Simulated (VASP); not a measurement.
# Pd (Fd-3m) in VASP: further runs, part 2 of 2

VASP 6.6.1.

## (3) Single point, LDA

This run uses another cell than the first one, of 22.10 Å³/atom.

INCAR

```
SYSTEM = Pd
  PREC = Accurate
  ENCUT = 500
  EDIFF = 1E-6
  ISMEAR = -1
  SIGMA = 0.05
  LREAL = .FALSE.
  LASPH = .TRUE.
  NELM = 120
  ALGO = Normal
  ISIF = 2
  LWAVE = .FALSE.
  LCHARG = .TRUE.
  GGA = CA
  LELF = .TRUE.
  LVHAR = .TRUE.
  NBANDS = 17
  GGA_COMPAT = .FALSE.
```

KPOINTS

```
regular mesh
0
G
  8 8 8
  0 0 0
```

POSCAR

```
Pd
1.0
    0.0000000000      2.8063282752      2.8063282752
    2.8063282752      0.0000000000      2.8063282752
    2.8063282752      2.8063282752      0.0000000000
Pd
2
Direct
    1.0000000000      1.0000000000      1.0000000000
    0.2500000000      0.2500000000      0.2500000000
```

Potentials or basis: VASP PAW LDA potentials, release 64 (Pd).

Started as:

```sh
$ cat potpaw_LDA.64/Pd/POTCAR > POTCAR
$ mpirun -np 1 vasp_std > vasp.out
```

OUTCAR:

```text
SYSTEM = Pd
   PREC = Accurate
   ENCUT = 500
   EDIFF = 1E-6
   ISMEAR = -1
   LREAL = .FALSE.
   LASPH = .TRUE.
   NELM = 120
   ISIF = 2
   GGA = CA

 ion  position               nearest neighbor table
   1  0.000  0.000  0.000-   2 2.43   2 2.43   2 2.43   2 2.43
   2  0.250  0.250  0.250-   1 2.43   1 2.43   1 2.43   1 2.43

  LATTYP: Found a face centered cubic cell.
 ALAT       =     5.6126565504

  Lattice vectors:

 A1 = (   0.0000000000,   2.8063282752,   2.8063282752)
 A2 = (   2.8063282752,   0.0000000000,   2.8063282752)
 A3 = (   2.8063282752,   2.8063282752,   0.0000000000)

Analysis of symmetry for initial positions (statically):
=====================================================================
 Subroutine PRICEL returns:
 Original cell was already a primitive cell.

 Routine SETGRP: Setting up the symmetry group for a
 face centered cubic supercell.

 Subroutine GETGRP returns: Found 48 space group operations
 (whereof 24 operations were pure point group operations)
 out of a pool of 48 trial point group operations.

The static configuration has the point symmetry T_d .
 The point group associated with its full space group is O_h .

Analysis of symmetry for dynamics (positions and initial velocities):
=====================================================================
 Subroutine PRICEL returns:
 Original cell was already a primitive cell.

 Routine SETGRP: Setting up the symmetry group for a
 face centered cubic supercell.

 Subroutine GETGRP returns: Found 48 space group operations
 (whereof 24 operations were pure point group operations)
 out of a pool of 48 trial point group operations.

The dynamic configuration has the point symmetry T_d .
 The point group associated with its full space group is O_h .

 Subroutine INISYM returns: Found 48 space group operations
 (whereof 24 operations are pure point group operations),
 and found     1 'primitive' translations

----------------------------------------------------------------------------------------

                                     Primitive cell

  volume of cell :      44.2024

  direct lattice vectors                    reciprocal lattice vectors
     0.000000000  2.806328275  2.806328275    -0.178168750  0.178168750  0.178168750
     2.806328275  0.000000000  2.806328275     0.178168750 -0.178168750  0.178168750
     2.806328275  2.806328275  0.000000000     0.178168750  0.178168750 -0.178168750

  length of vectors
     3.968747507  3.968747507  3.968747507     0.308597327  0.308597327  0.308597327

  position of ions in fractional coordinates (direct lattice)
     0.000000000  0.000000000  0.000000000
     0.250000000  0.250000000  0.250000000

  ion indices of the primitive-cell ions
   primitive index   ion index
                 1           1
                 2           2

----------------------------------------------------------------------------------------

 KPOINTS: regular mesh

Automatic generation of k-mesh.
 Grid dimensions read from file:
 generate k-points for:    8    8    8

 Generating k-lattice:

  Cartesian coordinates                     Fractional coordinates (reciprocal lattice)
    -0.022271094  0.022271094  0.022271094     0.125000000  0.000000000  0.000000000
     0.022271094 -0.022271094  0.022271094     0.000000000  0.125000000  0.000000000
     0.022271094  0.022271094 -0.022271094     0.000000000  0.000000000  0.125000000

  Length of vectors
     0.038574666  0.038574666  0.038574666

  Shift w.r.t. Gamma in fractional coordinates (k-lattice)
     0.000000000  0.000000000  0.000000000

 Subroutine IBZKPT returns following result:
 ===========================================

 Found     29 irreducible k-points:

 Following reciprocal coordinates:
            Coordinates               Weight
  0.000000  0.000000  0.000000      1.000000
  0.125000  0.000000  0.000000      8.000000
  0.250000  0.000000  0.000000      8.000000
  0.375000  0.000000  0.000000      8.000000
  0.500000  0.000000  0.000000      4.000000
  0.125000  0.125000  0.000000      6.000000
[... 16 lines left out ...]
  0.500000  0.250000  0.125000     48.000000
 -0.375000  0.250000  0.125000     24.000000
 [... further k-points ...]
   k-points           NKPTS =     29   k-points in BZ     NKDIM =     29   number of bands    NBANDS=     17
   number of dos      NEDOS =    301   number of ions     NIONS =      2
   total plane-waves  NPLWV =  27000
   dimension x,y,z NGX =    30 NGY =   30 NGZ =   30
   dimension x,y,z NGXF=    60 NGYF=   60 NGZF=   60
   ions per type =               2
   NGX,Y,Z   is equivalent  to a cutoff of  12.57, 12.57, 12.57 a.u.
   NGXF,Y,Z  is equivalent  to a cutoff of  25.13, 25.13, 25.13 a.u.
 SYSTEM =  Pd
   PREC   = accura    normal or accurate (medium, high low for compatibility)
   ISTART =      0    job   : 0-new  1-cont  2-samecut
   ICHARG =      2    charge: 1-file 2-atom 10-const
   ISPIN  =      1    spin polarized calculation?
   LNONCOLLINEAR =      F non collinear calculations
   LSORBIT =      F    spin-orbit coupling
   LASPH  =      T    aspherical Exc in radial PAW
   ENCUT  =  500.0 eV  36.75 Ry    6.06 a.u.   7.24  7.24  7.24*2*pi/ulx,y,z
   NELM   =    120;   NELMIN=  2; NELMDL= -5     # of ELM steps
   EDIFF  = 0.1E-05   stopping-criterion for ELM
   LREAL  =      F    real-space projection
   EDIFFG = 0.1E-04   stopping-criterion for IOM
   NSW    =      0    number of steps for IOM
   IBRION =     -1    ionic relax: 0-MD 1-quasi-New 2-CG
   NFREE  =      0    steps in history (QN), initial steepest desc. (CG)
   ISIF   =      2    stress and relaxation
   ISYM   =      2    0-nonsym 1-usesym 2-fastsym
   POTIM  = 0.5000    time-step for ionic-motion
   TEBEG  =    0.0;   TEEND  =   0.0 temperature during run
   PSTRESS=    0.0 pullay stress
   NELECT =      20.0000    total number of electrons
   NUPDOWN=      -1.0000    fix difference up-down
   EMIN   =  10.00;   EMAX   =-10.00  energy-range for DOS
   EFERMI =   0.00;   METHOD = LEGACY
   ISMEAR =    -1;   SIGMA  =   0.05  broadening in eV -4-tet -1-fermi 0-gaus
   EFERMI_NEDOS =   21; number of points for ismear=-14 and -15
   IALGO  =     38    algorithm
   IMIX   =      4    mixing-type and parameters
     AMIX     =   0.40;   BMIX     =  1.00
     AMIX_MAG =   1.60;   BMIX_MAG =  1.00
  volume/ion in A,a.u.               =      22.10       149.15
  Fermi-wavevector in a.u.,A,eV,Ry     =   1.256810  2.375027 21.491380  1.579572
  Thomas-Fermi vector in A             =   2.390500
   LORBIT       =      0    0 simple, 1 ext, 2 COOP (PROOUT), +10 PAW based schemes
   GGA     = CA    functional components
   LHFCALC =     F    Hartree Fock is set to
   AEXX    =    0.0000 exact exchange contribution
   IVDW    =     0    specifies the selected vdW correction
   LEPSILON=     F    determine dielectric tensor
   LRPA    =     F    only Hartree local field effects (RPA)
 non-spin polarized calculation
  energy-cutoff  :      500.00
  volume of cell :       44.20
 maximum number of plane-waves:      1139
 NGX is ok and might be reduce to    30
   NGX = 15   NGY = 15   NGZ = 15

 number of electron      19.9999991 magnetization

 Free energy of the ion-electron system (eV)
  ---------------------------------------------------
  ext. energy  EPLUGINS =         0.00000000
  ---------------------------------------------------
  free energy    TOTEN  =       -10.20641985 eV

  energy without entropy =      -10.14908347  energy(sigma->0) =      -10.17775166

 E-fermi :   4.7080     XC(G=0): -10.8556

 val. band max:        4.7044856193   @ k =  -0.2500   0.1250   0.0000
 cond. band min:       4.7269846968   @ k =   0.2500   0.1250   0.0000
 fundamental gap:      0.0224990774
 Fermi energy:         4.7080008387

 k-point     1 :       0.0000    0.0000    0.0000
  band No.  band energies     occupation
      1      -0.3737      2.00000
      2       0.8768      2.00000
      3       0.8768      2.00000
      4       1.0566      2.00000
      5       1.0566      2.00000
      6       1.0566      2.00000
[... 9 lines left out ...]
     16      17.4320      0.00000
     17      17.4815      0.00000

 k-point     2 :       0.1250    0.0000    0.0000
  band No.  band energies     occupation
      1      -0.1341      2.00000
      2       0.7465      2.00000
      3       0.7465      2.00000
      4       1.0630      2.00000
      5       1.2504      2.00000
      6       1.2504      2.00000
[... 9 lines left out ...]
     16      18.1096      0.00000
     17      18.6985      0.00000
[... 421 lines left out ...]
 k-point    24 :      -0.3750    0.2500    0.1250
  band No.  band energies     occupation
      1       0.4421      2.00000
      2       0.5931      2.00000
      3       1.1567      2.00000
      4       1.5057      2.00000
      5       1.6079      2.00000
      6       1.8220      2.00000
[... 9 lines left out ...]
     16      18.3841      0.00000
     17      20.9476      0.00000

 [... further k-points ...]
[... 5 lines left out ...]
  --------------------------------------------------------------------------------------
  -------------------------------------------------------------------------------------
  Total       -0.0601483     -0.0601483     -0.0601483     -0.0000000     -0.0000000     -0.0000000
  in kB       -2.1801616     -2.1801616     -2.1801616     -0.0000000     -0.0000000     -0.0000000
  external PRESSURE =      -2.1801616 kB  Pullay stress =       0.0000000 kB

 VOLUME and BASIS-vectors are now :
 -----------------------------------------------------------------------------
  energy-cutoff  :      500.00
  volume of cell :       44.20
      direct lattice vectors                 reciprocal lattice vectors
     0.000000000  2.806328275  2.806328275    -0.178168750  0.178168750  0.178168750
     2.806328275  0.000000000  2.806328275     0.178168750 -0.178168750  0.178168750
     2.806328275  2.806328275  0.000000000     0.178168750  0.178168750 -0.178168750

 POSITION                                       TOTAL-FORCE (eV/Angst)
 -----------------------------------------------------------------------------------
      0.00000      0.00000      0.00000        -0.000000     -0.000000      0.000000
      1.40316      1.40316      1.40316         0.000000      0.000000     -0.000000
 -----------------------------------------------------------------------------------
    total drift:                                0.000000     -0.000000      0.000000

  FREE ENERGIE OF THE ION-ELECTRON SYSTEM (eV)
  ---------------------------------------------------
  free  energy   TOTEN  =       -10.2064198452 eV

  energy  without entropy=      -10.1490834701  energy(sigma->0) =      -10.17775166
```

Run time: 30 s. Hardware: 1 thread of AMD EPYC 7R43 (Zen 3), shared host; peak memory 0.11 GiB.

Results:

```
Free energy            : -10.2064 eV
Pressure               : -0.2 GPa
Band gap on the k mesh : zero (bands 10 and 11 overlap by 0.43 eV)
```
